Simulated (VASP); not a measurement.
# ZnS (P6_3mc) in VASP: single point with LDA

Aim: the single point of ZnS with LDA.

Program: VASP 6.6.1. These are calculated values, not measurements. Logs are shortened: lines on timing, memory, paths and dates and some standing lists are left out, and cuts for length are marked.

## (1) The cell of the first run

Symmetry: P6_3mc, No. 186, hexagonal system. Conventional cell: a = 3.811 Å, b = 3.811 Å, c = 6.234 Å, α = 90.00°, β = 90.00°, γ = 120.00°. Within 3.1 Å of Zn (site symmetry 3m) lie 4 S at 2.31 to 2.40 Å. Within 3.1 Å of S (site symmetry 3m) lie 4 Zn at 2.31 to 2.40 Å.

## (2) Single point, LDA

The input, INCAR:

```
SYSTEM = ZnS
PREC = Accurate
ENCUT = 520
EDIFF = 1E-7
ISMEAR = 0
SIGMA = 0.05
LREAL = .FALSE.
LASPH = .TRUE.
NELM = 100
ALGO = Normal
ISIF = 2
LWAVE = .FALSE.
LCHARG = .FALSE.
GGA = CA
NBANDS = 26
```

The input, KPOINTS:

```
regular mesh
0
G
  12 12 6
  0 0 0
```

The input, POSCAR:

```
ZnS
1.0
    3.8109987816      0.0000000000      0.0000000000
   -1.9054993908      3.3004217586      0.0000000000
    0.0000000000      0.0000000000      6.2340000000
Zn S
2 2
Direct
    0.3333333333      0.6666666667      0.0000000000
    0.6666666667      0.3333333333      0.5000000000
    0.3333333333      0.6666666667      0.3850000000
    0.6666666667      0.3333333333      0.8850000000
```

Potentials or basis: VASP PAW LDA potentials, release 64 (Zn, S).

Run with:

```
> cat potpaw_LDA.64/Zn/POTCAR potpaw_LDA.64/S/POTCAR > POTCAR
> mpirun -np 1 vasp_std > vasp.out
```

OUTCAR:

```text
SYSTEM = ZnS
   PREC = Accurate
   ENCUT = 520
   EDIFF = 1E-7
   ISMEAR = 0
   LREAL = .FALSE.
   LASPH = .TRUE.
   NELM = 100
   ISIF = 2
   GGA = CA

 ion  position               nearest neighbor table
   1  0.333  0.667  0.000-   4 2.31   4 2.31   4 2.31   3 2.40
   2  0.667  0.333  0.500-   3 2.31   3 2.31   3 2.31   4 2.40
   3  0.333  0.667  0.385-   2 2.31   2 2.31   2 2.31   1 2.40
   4  0.667  0.333  0.885-   1 2.31   1 2.31   1 2.31   2 2.40

  LATTYP: Found a hexagonal cell.
 ALAT       =     3.8109987816
 C/A-ratio  =     1.6357916539

  Lattice vectors:

 A1 = (   3.8109987816,   0.0000000000,   0.0000000000)
 A2 = (  -1.9054993908,   3.3004217586,   0.0000000000)
 A3 = (   0.0000000000,   0.0000000000,   6.2340000000)

Analysis of symmetry for initial positions (statically):
=====================================================================
 Subroutine PRICEL returns:
 Original cell was already a primitive cell.

 Routine SETGRP: Setting up the symmetry group for a
 hexagonal supercell.

 Subroutine GETGRP returns: Found 12 space group operations
 (whereof  6 operations were pure point group operations)
 out of a pool of 24 trial point group operations.

The static configuration has the point symmetry C_3v.
 The point group associated with its full space group is C_6v.

Analysis of symmetry for dynamics (positions and initial velocities):
=====================================================================
 Subroutine PRICEL returns:
 Original cell was already a primitive cell.

 Routine SETGRP: Setting up the symmetry group for a
 hexagonal supercell.

 Subroutine GETGRP returns: Found 12 space group operations
 (whereof  6 operations were pure point group operations)
 out of a pool of 24 trial point group operations.

The dynamic configuration has the point symmetry C_3v.
 The point group associated with its full space group is C_6v.

 Subroutine INISYM returns: Found 12 space group operations
 (whereof  6 operations are pure point group operations),
 and found     1 'primitive' translations

----------------------------------------------------------------------------------------

                                     Primitive cell

  volume of cell :      78.4106

  direct lattice vectors                    reciprocal lattice vectors
     3.810998782  0.000000000  0.000000000     0.262398405  0.151495789  0.000000000
    -1.905499391  3.300421759  0.000000000     0.000000000  0.302991579  0.000000000
     0.000000000  0.000000000  6.234000000     0.000000000  0.000000000  0.160410651

  length of vectors
     3.810998782  3.810998782  6.234000000     0.302991579  0.302991579  0.160410651

  position of ions in fractional coordinates (direct lattice)
     0.333333333  0.666666667  0.000000000
     0.666666667  0.333333333  0.500000000
     0.333333333  0.666666667  0.385000000
     0.666666667  0.333333333  0.885000000

  ion indices of the primitive-cell ions
   primitive index   ion index
                 1           1
                 2           2
                 3           3
                 4           4

----------------------------------------------------------------------------------------

 KPOINTS: regular mesh

Automatic generation of k-mesh.
 Grid dimensions read from file:
 generate k-points for:   12   12    6

 Generating k-lattice:

  Cartesian coordinates                     Fractional coordinates (reciprocal lattice)
     0.021866534  0.012624649  0.000000000     0.083333333  0.000000000  0.000000000
     0.000000000  0.025249298  0.000000000     0.000000000  0.083333333  0.000000000
     0.000000000  0.000000000  0.026735109     0.000000000  0.000000000  0.166666667

  Length of vectors
     0.025249298  0.025249298  0.026735109

  Shift w.r.t. Gamma in fractional coordinates (k-lattice)
     0.000000000  0.000000000  0.000000000

 Subroutine IBZKPT returns following result:
 ===========================================

 Found     76 irreducible k-points:

 Following reciprocal coordinates:
            Coordinates               Weight
  0.000000  0.000000  0.000000      1.000000
  0.083333  0.000000  0.000000      6.000000
  0.166667  0.000000  0.000000      6.000000
  0.250000 -0.000000  0.000000      6.000000
  0.333333 -0.000000  0.000000      6.000000
  0.416667 -0.000000  0.000000      6.000000
[... 16 lines left out ...]
  0.250000 -0.000000  0.166667     12.000000
  0.333333 -0.000000  0.166667     12.000000
 [... further k-points ...]
   k-points           NKPTS =     76   k-points in BZ     NKDIM =     76   number of bands    NBANDS=     26
   number of dos      NEDOS =    301   number of ions     NIONS =      4
   total plane-waves  NPLWV =  37632
   dimension x,y,z NGX =    28 NGY =   28 NGZ =   48
   dimension x,y,z NGXF=    56 NGYF=   56 NGZF=   96
   ions per type =               2   2
   NGX,Y,Z   is equivalent  to a cutoff of  12.21, 12.21, 12.80 a.u.
   NGXF,Y,Z  is equivalent  to a cutoff of  24.43, 24.43, 25.60 a.u.
 SYSTEM =  ZnS
   PREC   = accura    normal or accurate (medium, high low for compatibility)
   ISTART =      0    job   : 0-new  1-cont  2-samecut
   ICHARG =      2    charge: 1-file 2-atom 10-const
   ISPIN  =      1    spin polarized calculation?
   LNONCOLLINEAR =      F non collinear calculations
   LSORBIT =      F    spin-orbit coupling
   LASPH  =      T    aspherical Exc in radial PAW
   ENCUT  =  520.0 eV  38.22 Ry    6.18 a.u.   7.09  7.09 11.59*2*pi/ulx,y,z
   NELM   =    100;   NELMIN=  2; NELMDL= -5     # of ELM steps
   EDIFF  = 0.1E-06   stopping-criterion for ELM
   LREAL  =      F    real-space projection
   EDIFFG = 0.1E-05   stopping-criterion for IOM
   NSW    =      0    number of steps for IOM
   IBRION =     -1    ionic relax: 0-MD 1-quasi-New 2-CG
   NFREE  =      0    steps in history (QN), initial steepest desc. (CG)
   ISIF   =      2    stress and relaxation
   ISYM   =      2    0-nonsym 1-usesym 2-fastsym
   POTIM  = 0.5000    time-step for ionic-motion
   TEBEG  =    0.0;   TEEND  =   0.0 temperature during run
   PSTRESS=    0.0 pullay stress
   NELECT =      36.0000    total number of electrons
   NUPDOWN=      -1.0000    fix difference up-down
   EMIN   =  10.00;   EMAX   =-10.00  energy-range for DOS
   EFERMI =   0.00;   METHOD = LEGACY
   ISMEAR =     0;   SIGMA  =   0.05  broadening in eV -4-tet -1-fermi 0-gaus
   EFERMI_NEDOS =   21; number of points for ismear=-14 and -15
   IALGO  =     38    algorithm
   IMIX   =      4    mixing-type and parameters
     AMIX     =   0.40;   BMIX     =  1.00
     AMIX_MAG =   1.60;   BMIX_MAG =  1.00
  volume/ion in A,a.u.               =      19.60       132.29
  Fermi-wavevector in a.u.,A,eV,Ry     =   1.262944  2.386617 21.701656  1.595027
  Thomas-Fermi vector in A             =   2.396326
   LORBIT       =      0    0 simple, 1 ext, 2 COOP (PROOUT), +10 PAW based schemes
   GGA     = CA    functional components
   LHFCALC =     F    Hartree Fock is set to
   AEXX    =    0.0000 exact exchange contribution
   IVDW    =     0    specifies the selected vdW correction
   LEPSILON=     F    determine dielectric tensor
   LRPA    =     F    only Hartree local field effects (RPA)
 non-spin polarized calculation
 Gauss-broadening in eV      SIGMA  =   0.05
  energy-cutoff  :      520.00
  volume of cell :       78.41
 maximum number of plane-waves:      2133
   NGX = 15   NGY = 15   NGZ = 23

 number of electron      35.9999977 magnetization

 Free energy of the ion-electron system (eV)
  ---------------------------------------------------
  ext. energy  EPLUGINS =         0.00000000
  ---------------------------------------------------
  free energy    TOTEN  =       -16.33569237 eV

  energy without entropy =      -16.33569237  energy(sigma->0) =      -16.33569237

 E-fermi :   2.1924     XC(G=0): -10.0605

 val. band max:        1.9856331790   @ k =   0.0000   0.0000   0.0000
 cond. band min:       4.0054752215   @ k =   0.0000   0.0000   0.0000
 fundamental gap:      2.0198420424
 Fermi energy:         2.1924387868

 k-point     1 :       0.0000    0.0000    0.0000
  band No.  band energies     occupation
      1     -11.1804      2.00000
      2     -10.2335      2.00000
      3      -4.5463      2.00000
      4      -4.5463      2.00000
      5      -4.4841      2.00000
      6      -4.4841      2.00000
[... 18 lines left out ...]
     25       9.4863      0.00000
     26      11.0344      0.00000

 k-point     2 :       0.0833    0.0000    0.0000
  band No.  band energies     occupation
      1     -11.1314      2.00000
      2     -10.2049      2.00000
      3      -4.5506      2.00000
      4      -4.5349      2.00000
      5      -4.4806      2.00000
      6      -4.4696      2.00000
[... 18 lines left out ...]
     25       9.7080      0.00000
     26      10.7451      0.00000

 k-point     3 :       0.1667    0.0000    0.0000
  band No.  band energies     occupation
      1     -10.9910      2.00000
      2     -10.1271      2.00000
      3      -4.5573      2.00000
      4      -4.5046      2.00000
      5      -4.4707      2.00000
      6      -4.4292      2.00000
[... 18 lines left out ...]
     25      10.0635      0.00000
     26      10.3194      0.00000

 k-point     4 :       0.2500   -0.0000    0.0000
  band No.  band energies     occupation
      1     -10.7797      2.00000
      2     -10.0245      2.00000
      3      -4.5540      2.00000
      4      -4.4667      2.00000
      5      -4.4520      2.00000
      6      -4.3716      2.00000
[... 18 lines left out ...]
     25      10.2562      0.00000
     26      10.7740      0.00000
[... 496 lines left out ...]
      1     -10.9402      2.00000
      2     -10.1936      2.00000
      3      -4.5577      2.00000
      4      -4.5010      2.00000
      5      -4.4794      2.00000
      6      -4.4357      2.00000
[... 18 lines left out ...]
     25      10.1408      0.00000
     26      10.2809      0.00000

 k-point    23 :       0.2500   -0.0000    0.1667
  band No.  band energies     occupation
      1     -10.7339      2.00000
      2     -10.0802      2.00000
      3      -4.5557      2.00000
      4      -4.4632      2.00000
      5      -4.4614      2.00000
      6      -4.3791      2.00000
[... 18 lines left out ...]
     25      10.3816      0.00000
     26      11.0060      0.00000

 k-point    24 :       0.3333   -0.0000    0.1667
  band No.  band energies     occupation
      1     -10.4967      2.00000
      2      -9.9756      2.00000
      3      -4.5372      2.00000
      4      -4.4333      2.00000
      5      -4.4270      2.00000
      6      -4.3206      2.00000
[... 18 lines left out ...]
     25      10.5930      0.00000
     26      11.6044      0.00000

 [... further k-points ...]

------------------------ aborting loop because EDIFF is reached ----------------------------------------

  FORCE on cell =-STRESS in cart. coord.  units (eV):
  Direction    XX          YY          ZZ          XY          YZ          ZX
  --------------------------------------------------------------------------------------
  -------------------------------------------------------------------------------------
  Total       -1.5542847     -1.5542847     -2.3075595      0.0000000      0.0000000      0.0000000
  in kB      -31.7589476    -31.7589476    -47.1507329      0.0000000      0.0000000      0.0000000
  external PRESSURE =     -36.8895427 kB  Pullay stress =       0.0000000 kB

 VOLUME and BASIS-vectors are now :
 -----------------------------------------------------------------------------
  energy-cutoff  :      520.00
  volume of cell :       78.41
      direct lattice vectors                 reciprocal lattice vectors
     3.810998782  0.000000000  0.000000000     0.262398405  0.151495789  0.000000000
    -1.905499391  3.300421759  0.000000000     0.000000000  0.302991579  0.000000000
     0.000000000  0.000000000  6.234000000     0.000000000  0.000000000  0.160410651

 POSITION                                       TOTAL-FORCE (eV/Angst)
 -----------------------------------------------------------------------------------
     -0.00000      2.20028      0.00000         0.000000      0.000000      0.297845
      1.90550      1.10014      3.11700        -0.000000      0.000000      0.297845
     -0.00000      2.20028      2.40009         0.000000      0.000000     -0.297845
      1.90550      1.10014      5.51709        -0.000000      0.000000     -0.297845
 -----------------------------------------------------------------------------------
    total drift:                               -0.000000     -0.000000     -0.000120

  FREE ENERGIE OF THE ION-ELECTRON SYSTEM (eV)
  ---------------------------------------------------
  free  energy   TOTEN  =       -16.3356923665 eV

  energy  without entropy=      -16.3356923665  energy(sigma->0) =      -16.33569237
```

Run time: 2.2 min. Hardware: 1 thread of Intel Xeon 8259CL, shared host; peak memory 0.25 GiB.

Results:

```yaml
Free_energy: -16.3357 eV
Pressure: -3.7 GPa
Largest_force: 0.298 eV/Å
Band_gap_on_the_k_mesh: 2.02 eV
```

Forces in eV/Å, atoms in the order of the input:
```
Zn   0.000  0.000  0.298
Zn   0.000  0.000  0.298
S    0.000  0.000 -0.298
S    0.000  0.000 -0.298
```

Stress tensor (GPa, compression positive):
```
-3.18  0.00  0.00
 0.00 -3.18  0.00
 0.00  0.00 -4.72
```

Caveat: the cell stands under tension. A k mesh can miss the band edges.
